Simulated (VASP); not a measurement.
# F (C2/m) in VASP: density of states with PBE+D3(BJ)

Aim: the density of states of F with PBE+D3(BJ).

Everything below comes from runs of VASP 6.6.1. Logs are shortened: lines on timing, memory, paths and dates and some standing lists are left out, and cuts for length are marked.

### Step 1. The cell of the first run

Symmetry: C2/m, No. 12, monoclinic system. The conventional cell has a = 5.881 Å, b = 3.387 Å, c = 7.382 Å, α = 90.00°, β = 108.05°, γ = 90.00°. Within 1.9 Å of F (site symmetry m) lie 1 F at 1.42 Å. F (site symmetry m) has 1 F at 1.42 Å within 1.9 Å.

### Step 2. Density of states, PBE+D3(BJ)

The input, POSCAR:

```
F
1.0
    2.9375407162     -1.6934194167     -0.1275859897
    2.9375407162      1.6934194167     -0.1275859897
   -1.9806375287      0.0000000000      7.1113263377
F
4
Direct
    0.0779843973      0.0779843973      0.0949060498
    0.9220156027      0.9220156027      0.9050939502
    0.4995074289      0.4995074289      0.5957930447
    0.5004925711      0.5004925711      0.4042069553
```

The input, INCAR.step1:

```
SYSTEM = F
  PREC = Accurate
  ENCUT = 520
  EDIFF = 1E-6
  ISMEAR = 0
  SIGMA = 0.02
  LREAL = .False.
  LASPH = .True.
  NELM = 100
  ALGO = Normal
  ISIF = 2
  LWAVE = .False.
  LCHARG = .True.
  GGA = PE
  IVDW = 12
  NBANDS = 22
```

The input, KPOINTS.step1:

```
regular mesh
0
Gamma
  8 8 4
  0 0 0
```

The input, INCAR.step2:

```
SYSTEM = F
  PREC = Accurate
  ENCUT = 520
  EDIFF = 1E-6
  ISMEAR = -5
  SIGMA = 0.02
  LREAL = .False.
  LASPH = .True.
  NELM = 100
  ALGO = Normal
  ISIF = 2
  LWAVE = .False.
  LCHARG = .False.
  GGA = PE
  IVDW = 12
  LORBIT = 11
  NBANDS = 22
  NEDOS = 1001
  ICHARG = 11
```

The input, KPOINTS.step2:

```
regular mesh
0
Gamma
  12 12 6
  0 0 0
```

Potentials or basis: VASP PAW PBE potentials, release 64 (F).

The run is started by

```
cat potpaw_PBE.64/F/POTCAR > POTCAR
cp INCAR.step1 INCAR
cp KPOINTS.step1 KPOINTS
mpirun -np 1 vasp_std > vasp.out
cp INCAR.step2 INCAR
cp KPOINTS.step2 KPOINTS
mpirun -np 1 vasp_std > vasp.out
```

OUTCAR:

```text
SYSTEM = F
   PREC = Accurate
   ENCUT = 520
   EDIFF = 1E-6
   ISMEAR = -5
   LREAL = .False.
   LASPH = .True.
   NELM = 100
   ISIF = 2
   GGA = PE
   IVDW = 12
   LORBIT = 11
   ICHARG = 11
 IVDW          = 12

 ion  position               nearest neighbor table
   1  0.078  0.078  0.095-   2 1.42
   2  0.922  0.922  0.905-   1 1.42
   3  0.500  0.500  0.596-   4 1.42
   4  0.500  0.500  0.404-   3 1.42

  LATTYP: Found a base centered monoclinic cell.
 ALAT       =     5.8806202544
 B/A-ratio  =     0.5759322464
 C/A-ratio  =     1.2553093373
 COS(beta)  =    -0.3098547252

  Lattice vectors:

 A1 = (   2.9375407162,  -1.6934194167,  -0.1275859897)
 A2 = (   2.9375407162,   1.6934194167,  -0.1275859897)
 A3 = (  -1.9806375287,   0.0000000000,   7.1113263377)

Analysis of symmetry for initial positions (statically):
=====================================================================
 Subroutine PRICEL returns:
 Original cell was already a primitive cell.

 Routine SETGRP: Setting up the symmetry group for a
 base centered monoclinic supercell.

 Subroutine GETGRP returns: Found  4 space group operations
 (whereof  4 operations were pure point group operations)
 out of a pool of  4 trial point group operations.

The static configuration has the point symmetry C_2h.

Analysis of symmetry for dynamics (positions and initial velocities):
=====================================================================
 Subroutine PRICEL returns:
 Original cell was already a primitive cell.

 Routine SETGRP: Setting up the symmetry group for a
 base centered monoclinic supercell.

 Subroutine GETGRP returns: Found  4 space group operations
 (whereof  4 operations were pure point group operations)
 out of a pool of  4 trial point group operations.

The dynamic configuration has the point symmetry C_2h.

 Subroutine INISYM returns: Found  4 space group operations
 (whereof  4 operations are pure point group operations),
 and found     1 'primitive' translations

----------------------------------------------------------------------------------------

                                     Primitive cell

  volume of cell :      69.8946

  direct lattice vectors                    reciprocal lattice vectors
[... 99 lines left out ...]
   ISIF   =      2    stress and relaxation
   ISYM   =      2    0-nonsym 1-usesym 2-fastsym
   POTIM  = 0.5000    time-step for ionic-motion
   TEBEG  =    0.0;   TEEND  =   0.0 temperature during run
   PSTRESS=    0.0 pullay stress
   NELECT =      28.0000    total number of electrons
   NUPDOWN=      -1.0000    fix difference up-down
   EMIN   =  10.00;   EMAX   =-10.00  energy-range for DOS
   EFERMI =   0.00;   METHOD = LEGACY
   ISMEAR =    -5;   SIGMA  =   0.02  broadening in eV -4-tet -1-fermi 0-gaus
   EFERMI_NEDOS =   21; number of points for ismear=-14 and -15
   IALGO  =     38    algorithm
   IMIX   =      4    mixing-type and parameters
     AMIX     =   0.40;   BMIX     =  1.00
     AMIX_MAG =   1.60;   BMIX_MAG =  1.00
  volume/ion in A,a.u.               =      17.47       117.92
  Fermi-wavevector in a.u.,A,eV,Ry     =   1.206831  2.280579 19.816076  1.456441
  Thomas-Fermi vector in A             =   2.342486
   LORBIT       =     11    0 simple, 1 ext, 2 COOP (PROOUT), +10 PAW based schemes
   GGA     = PE    functional components
   LHFCALC =     F    Hartree Fock is set to
   AEXX    =    0.0000 exact exchange contribution
   IVDW    =    12    specifies the selected vdW correction
   LEPSILON=     F    determine dielectric tensor
   LRPA    =     F    only Hartree local field effects (RPA)
 non-spin polarized calculation
 Fermi weights with tetrahedron method with Bloechl corrections
  energy-cutoff  :      520.00
  volume of cell :       69.89
 maximum number of plane-waves:      1898
 NGX is ok and might be reduce to    28

 number of electron      28.0000003 magnetization

 Free energy of the ion-electron system (eV)
  ---------------------------------------------------
  ext. energy  EPLUGINS =         0.00000000
  ---------------------------------------------------
  free energy    TOTEN  =        -7.30923615 eV

  energy without entropy =       -7.30923615  energy(sigma->0) =       -7.30923615

 E-fermi :  -5.4841     XC(G=0):  -7.2450

 val. band max:       -5.5108111771   @ k =   0.5000   0.5000  -0.0000
 cond. band min:      -2.7256703742   @ k =   0.0000   0.0000   0.0000
 fundamental gap:      2.7851408028
 Fermi energy:        -5.4841494503

 k-point     1 :       0.0000    0.0000    0.0000
  band No.  band energies     occupation
      1     -30.4014      2.00000
      2     -30.3002      2.00000
      3     -24.2032      2.00000
      4     -23.9352      2.00000
      5     -12.0547      2.00000
      6     -11.3882      2.00000
[... 589 lines left out ...]
     21      10.4057      0.00000
     22      11.1459      0.00000

 [... further k-points ...]

------------------------ aborting loop because EDIFF is reached ----------------------------------------

 Edisp (eV)   -0.10528

 E8    (eV) :    -0.0228

  FORCE on cell =-STRESS in cart. coord.  units (eV):
  Direction    XX          YY          ZZ          XY          YZ          ZX
  --------------------------------------------------------------------------------------
  -------------------------------------------------------------------------------------
  Total      -0.09215    -0.22533     0.73742     0.00000     0.00000     0.03506
  in kB      -2.11242    -5.16511    16.90382     0.00000     0.00000     0.80359
  external pressure =        3.21 kB  Pullay stress =        0.00 kB

 VOLUME and BASIS-vectors are now :
 -----------------------------------------------------------------------------
  energy-cutoff  :      520.00
  volume of cell :       69.89
      direct lattice vectors                 reciprocal lattice vectors
     2.937540716 -1.693419417 -0.127585990     0.172294635 -0.295260580  0.047987282
     2.937540716  1.693419417 -0.127585990     0.172294635  0.295260580  0.047987282
    -1.980637529  0.000000000  7.111326338     0.006182358  0.000000000  0.142342646

 POSITION                                       TOTAL-FORCE (eV/Angst)
 -----------------------------------------------------------------------------------
      0.27019      0.00000      0.65501         0.141550      0.000000      0.343485
      3.62425      0.00000      6.20115        -0.141550      0.000000     -0.343485
      1.75460      0.00000      4.10942        -0.099907      0.000000      0.357276
      2.13985      0.00000      2.74674         0.099907      0.000000     -0.357276
 -----------------------------------------------------------------------------------
    total drift:                                0.000000      0.000000      0.000000

  FREE ENERGIE OF THE ION-ELECTRON SYSTEM (eV)
  ---------------------------------------------------
  free  energy   TOTEN  =        -7.4145205213 eV

  energy  without entropy=       -7.4145205213  energy(sigma->0) =       -7.41452052

 total charge

# of ion       s       p       d       tot
------------------------------------------
    1        1.765   4.114   0.000   5.879
    2        1.765   4.114   0.000   5.879
    3        1.765   4.114   0.000   5.879
    4        1.765   4.114   0.000   5.879
--------------------------------------------------
tot          7.061  16.457   0.000  23.517
```

OUTCAR.step1:

```text
SYSTEM = F
   PREC = Accurate
   ENCUT = 520
   EDIFF = 1E-6
   ISMEAR = 0
   LREAL = .False.
[... 839 lines left out ...]
      3.62425      0.00000      6.20115        -0.141528      0.000000     -0.343773
      1.75460      0.00000      4.10942        -0.100044      0.000000      0.357248
      2.13985      0.00000      2.74674         0.100044      0.000000     -0.357248
 -----------------------------------------------------------------------------------
    total drift:                               -0.000000     -0.000000      0.000000

  FREE ENERGIE OF THE ION-ELECTRON SYSTEM (eV)
  ---------------------------------------------------
  free  energy   TOTEN  =        -7.4145371652 eV

  energy  without entropy=       -7.4145371652  energy(sigma->0) =       -7.41453717
```

OSZICAR.step1:

```text
N       E                     dE             d eps       ncg     rms          rms(c)
DAV:   1     0.176729936333E+03    0.17673E+03   -0.15495E+04  3456   0.117E+03
DAV:   2    -0.333295921419E+00   -0.17706E+03   -0.17110E+03  4746   0.284E+02
DAV:   3    -0.890088356518E+01   -0.85676E+01   -0.85272E+01  4038   0.611E+01
DAV:   4    -0.895408842489E+01   -0.53205E-01   -0.53203E-01  3606   0.556E+00
DAV:   5    -0.895438959715E+01   -0.30117E-03   -0.30117E-03  4062   0.405E-01    0.112E+01
DAV:   6    -0.772686801145E+01    0.12275E+01   -0.44199E-01  3480   0.672E+00    0.632E+00
DAV:   7    -0.731077023969E+01    0.41610E+00   -0.59370E-01  3462   0.731E+00    0.700E-01
DAV:   8    -0.730898980409E+01    0.17804E-02   -0.72048E-02  3720   0.190E+00    0.118E-01
DAV:   9    -0.730916891889E+01   -0.17911E-03   -0.82224E-04  3738   0.219E-01    0.608E-02
DAV:  10    -0.730925117955E+01   -0.82261E-04   -0.94242E-05  3630   0.889E-02    0.178E-02
DAV:  11    -0.730925279003E+01   -0.16105E-05   -0.11627E-05  3690   0.340E-02    0.465E-03
DAV:  12    -0.730925278912E+01    0.90904E-09   -0.11976E-06  2648   0.989E-03
   1 F= -.74145372E+01 E0= -.74145372E+01  d E =-.157837E-57
```

Wall time 99 s (1 thread of Intel Xeon 6975P-C (Granite Rapids), shared host); peak memory 0.37 GiB.

What came out:

```
Valence electrons inside the program's atomic spheres : F 5.88
Dispersion energy per atom                            : -0.026 eV
```

Levels at points of the mesh, in eV from the valence-band top:
```
           k point  band 12  band 13  band 14  band 15  band 16  band 17
(0.00, 0.00, 0.00)    -0.17    -0.13    -0.06     2.79     3.67     8.84
(0.50, 0.00, 0.00)    -0.41    -0.26    -0.21     3.31     3.34    13.07
(0.50, 0.50, 0.00)    -0.30    -0.26     0.00     3.25     3.34    13.39
(0.00, 0.00, 0.50)    -0.20    -0.13    -0.10     3.19     3.23     9.65
(0.50, 0.00, 0.50)    -0.36    -0.27    -0.07     3.13     3.49    13.09
(0.50, 0.50, 0.50)    -0.36    -0.16    -0.13     3.30     3.33    13.02
```
